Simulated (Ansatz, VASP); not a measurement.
**One calculation of Ga, two programs**

The input INCAR:

```
  PREC = Accurate
  ENCUT = 520
  EDIFF = 1E-6
  ISMEAR = -1
  SIGMA = 0.1
  LREAL = F
  LASPH = T
  NELM = 80
  ALGO = Normal
  ISIF = 2
  LWAVE = F
  LCHARG = F
  GGA = PS
  NBANDS = 20
```

Contents of KPOINTS:

```
Automatic mesh
0
Gamma
  11 11 11
```

Contents of POSCAR:

```
Ga
1.0
    0.0000000000      2.9535433737      2.9535433737
    2.9535433737      0.0000000000      2.9535433737
    2.9535433737      2.9535433737      0.0000000000
Ga
2
Direct
    0.1250000000      0.1250000000      0.1250000000
    0.8750000000      0.8750000000      0.8750000000
```

Input for Ansatz:

```yaml
crystal:
  lattice:
    - [0.0, 2.9535433737, 2.9535433737]
    - [2.9535433737, 0.0, 2.9535433737]
    - [2.9535433737, 2.9535433737, 0.0]
  atoms:
    - { symbol: Ga, position: [0.125, 0.125, 0.125] }
    - { symbol: Ga, position: [0.875, 0.875, 0.875] }
hamiltonian:
  xc: pbesol
  pseudopotentials:
    kind: paw
    azcp:
      Ga: "pseudopotentials/Ga.paw.azcp"
basis:
  ecutwfc: 420
  fft_grid_basis: typed
kpoints:
  mp_grid: { grid: [11, 11, 11], shift: [0, 0, 0] }
magnetization:
  spin_polarized: false
scf:
  occupations: { method: fermi_dirac, width: 0.1 }
  lower_state_search: "off"
output:
  stress: true
```

Alike in both runs: task single point; functional PBEsol; k mesh 11 × 11 × 11; occupations fermi-dirac, width 0.1 eV; no spin polarisation.

```csv
,VASP,Ansatz
version,VASP 6.6.1,Ansatz 0.2.0
potentials or method,"VASP PAW PBE potentials, release 64 (Ga_d), cutoff 520 eV","plane waves (420 eV) with PAW, scalar-relativistic"
valence electrons in the cell,26,26
```

|  | VASP | Ansatz | Ansatz less VASP |
| --- | --- | --- | --- |
| pressure (GPa) | -2.7 | -2.8 | -0.05 |

VASP's potentials were made for PBE, not for PBEsol, and Ansatz warns of the same on its side. The functional is the same, so the differences come from potentials, cutoffs and numerics.
